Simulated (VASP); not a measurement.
**Ni: relaxation of the atoms with PBE**

System: Ni, a slab with vacuum.

```
Ni
1.0
     2.48939    0.00000    0.00000
     0.00000    2.48939    0.00000
     0.00000    0.00000   16.52050
Ni
3
Direct
  0.00000 0.00000 0.39345
  0.50000 0.50000 0.50000
  0.00000 0.00000 0.60655
```

```json
{
 "Program": "VASP 6.6.1",
 "Task": "relaxation of the atoms",
 "Functional": "PBE",
 "Potentials or basis": "VASP PAW PBE potentials, release 64 (Ni)",
 "Cutoff": "520 eV",
 "k mesh": "16 × 16 × 1",
 "Occupations": "fermi-dirac, width 0.1 eV",
 "Spin": "collinear spin, ferromagnetic start",
 "Starting moments": "[1.0, 1.0, 1.0] μB",
 "Dipole correction": "yes",
 "Further INCAR settings": "ALGO = Normal; EDIFF = 1e-07; IBRION = 2; EDIFFG = -0.01; NSW = 60"
}
```

| Property | Result |
| --- | --- |
| Energy gained by relaxing | 5.0 meV/atom |
| Ionic steps | 4 |
| Net moment | 2.07 μB per cell |
| Site moments | Ni +0.73, +0.65 (each value once) μB |
| Valence electrons inside the program's atomic spheres | Ni 9.15, 9.34 (each value once) |

Step by step:
| step | energy change (eV) | largest force (eV/Å) | pressure (GPa) |
| --- | --- | --- | --- |
| 1 | 0.0000 | 0.2842 | -2.71 |
| 2 | -0.0068 | 0.2126 | -2.40 |
| 3 | -0.0148 | 0.0185 | -1.59 |
| 4 | -0.0149 | 0.0002 | -1.51 |

Final structure:
```xyz
3
Lattice="2.4894 0.0000 0.0000 0.0000 2.4894 0.0000 0.0000 0.0000 16.5205" Properties=species:S:1:pos:R:3 pbc="T T T"
Ni    0.0000    0.0000    6.5512
Ni    1.2447    1.2447    8.2602
Ni    0.0000    0.0000    9.9693
```

Levels at points of the mesh, in eV from the Fermi level:
Spin up:
```csv
k point,band 12,band 13,band 14,band 15,band 16,band 17,band 18,band 19,band 20,band 21
"(0.00, 0.00, 0.00)",-1.18,-1.18,-0.73,-0.56,-0.56,-0.55,-0.37,1.74,4.53,5.40
"(0.50, 0.00, 0.00)",-1.01,-0.76,-0.75,-0.59,0.57,0.91,1.06,4.30,4.97,7.72
"(0.50, 0.50, 0.00)",-0.63,-0.46,-0.22,-0.22,3.89,3.89,7.31,7.31,9.55,9.80
```
Spin down:
```csv
k point,band 10,band 11,band 12,band 13,band 14,band 15,band 16,band 17,band 18,band 19
"(0.00, 0.00, 0.00)",-0.72,-0.48,-0.36,-0.36,-0.23,0.06,0.23,0.32,0.32,1.75
"(0.50, 0.00, 0.00)",-0.98,-0.75,-0.17,0.00,0.09,0.25,0.53,1.43,1.44,4.63
"(0.50, 0.50, 0.00)",-0.18,-0.18,0.11,0.26,0.66,0.66,3.95,3.95,7.44,7.44
```

Run time: 8.6 min on 1 thread of AMD EPYC 9R45 96-Core Processor (Zen 5) (shared host), peak memory 0.3 GiB.
